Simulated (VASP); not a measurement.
The system is FeO (Wuestite).

```
Fe O
1.0
     0.00000    2.11140    2.11140
     2.11140    0.00000    2.11140
     2.11140    2.11140    0.00000
Fe O
1 1
Cartesian
  0.0000 0.0000 0.0000
  2.1114 2.1114 2.1114
```

This cell differs from its parent crystal: volume scaled by 0.94.

Base run:

```yaml
Program: VASP 6.6.1
Functional: PBEsol
Potentials_or_basis: VASP PAW PBE potentials, release 64 (Fe, O)
Cutoff: 520 eV
k_mesh: 11 × 11 × 11
Occupations: fermi-dirac, width 0.05 eV
Spin: collinear spin, ferromagnetic start
Starting_moments: "[3.0, 0.0] μB"
```

Its results: band gap on the k mesh zero (filled and empty bands overlap); pressure 4.0 GPa; net moment 4.00 μB per cell; site moments Fe +3.60; O +0.32 μB.

Problem. The run is repeated on the same cell with these changes: functional from PBEsol to BLYP; dispersion from none to D4. What comes out?

Solution. Band gap on the k mesh zero (filled and empty bands overlap); pressure 14.1 GPa; net moment 3.98 μB per cell; site moments Fe +3.58; O +0.33 μB.

Several settings changed at once, so the effect can't be laid on one alone.

Caveats: the PAW data sets were made with another functional, which shifts forces and pressure a little; a cell with one magnetic atom can't hold antiferromagnetic order, which such compounds often take; semilocal functionals often make such compounds metallic where correlation or magnetic order opens a gap, which also shifts bond lengths; pairwise dispersion overbinds metals, which lowers pressure and volume (some runs).
